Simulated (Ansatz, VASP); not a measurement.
**P: VASP beside Ansatz**

```
P
1.0
     3.38039    0.00000    0.00000
    -1.69019    2.92750    0.00000
     0.00000    0.00000   20.00000
P
4
Direct
  0.66667 0.33333 0.42125
  0.33333 0.66667 0.36401
  0.66667 0.33333 0.57875
  0.00000 0.00000 0.63599
```

Alike in both runs: task single point; functional PBE; dispersion D3(BJ); k mesh 6 × 6 × 1; occupations gaussian, width 0.1 eV; no spin polarisation.

|  | VASP | Ansatz |
| --- | --- | --- |
| version | VASP 6.6.1 | Ansatz 0.2.0 |
| potentials or method | VASP PAW PBE potentials, release 64 (P), cutoff 520 eV | scalar-relativistic, plane waves, PAW |
| valence electrons in the cell | 20 | 20 |

|  | VASP | Ansatz | Ansatz less VASP |
| --- | --- | --- | --- |
| gap on the k mesh at the Fermi level (eV) | 0.17 | 0.14 | -0.032 |
| least direct gap on the mesh (eV) | 1.02 | 1.00 | -0.028 |
| rms of the force components (eV/Å) | 0.425 | 0.441 | +0.0157 |

Atom by atom the forces differ by 0.022 eV/Å (rms over components). Ansatz's warnings: slab cell height set, structure snapped to symmetry.
